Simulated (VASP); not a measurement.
Write the native input for VASP 6.6.1 that does the following.

| Quantity | Value |
| --- | --- |
| Task | single point |
| Functional | PBE |
| Potentials or basis | VASP PAW PBE potentials, release 64 (B, P) |
| Cutoff | 520 eV |
| k mesh | 10 × 10 × 10 |
| Occupations | fermi-dirac, width 0.02 eV |
| Spin | no spin polarisation |
| Dipole correction | no |
| Further INCAR settings | ALGO = Normal; EDIFF = 1e-06; NBANDS = 11 |

The structure of BP lies in POSCAR:

```
BP
1.0
    0.0000000000      2.2909988435      2.2591363518
    2.2909988435      0.0000000000      2.2591363518
    2.2909988435      2.2909988435      0.0000000000
B P
1 1
Direct
    0.0000000000      0.0000000000      0.0000000000
    0.2500000000      0.2500000000      0.2500000000
```

This cell differs from its parent crystal: epitaxial xy strain +1.0%.

These files were run (other wordings do the same):

INCAR

```
ALGO = Normal ; EDIFF = 1E-6
ENCUT = 520 ; GGA = PE
ISIF = 2 ; ISMEAR = -1
LASPH = True ; LCHARG = True
LELF = True ; LREAL = False
LVHAR = True ; LWAVE = False
NBANDS = 11 ; NELM = 100
PREC = Accurate ; SIGMA = 0.02
```

KPOINTS

```
k-points
0
Gamma
  10 10 10
```

Potentials or basis: VASP PAW PBE potentials, release 64 (B, P).

Launch:

```sh
$ cat potpaw_PBE.64/B/POTCAR potpaw_PBE.64/P/POTCAR > POTCAR
$ mpirun -np 1 vasp_std > vasp.out
```

It gave:

```json
{
 "Pressure": "-1.5 GPa",
 "Band gap on the k mesh": "1.05 eV, indirect (least direct gap 3.24 eV)"
}
```

Caveat: the cell differs from its parent crystal (epitaxial xy strain +1.0%).

It took 7.1 s on 1 thread of Intel(R) Xeon(R) 6975P-C (Granite Rapids), with other jobs on the host, peak memory 0.15 GiB.
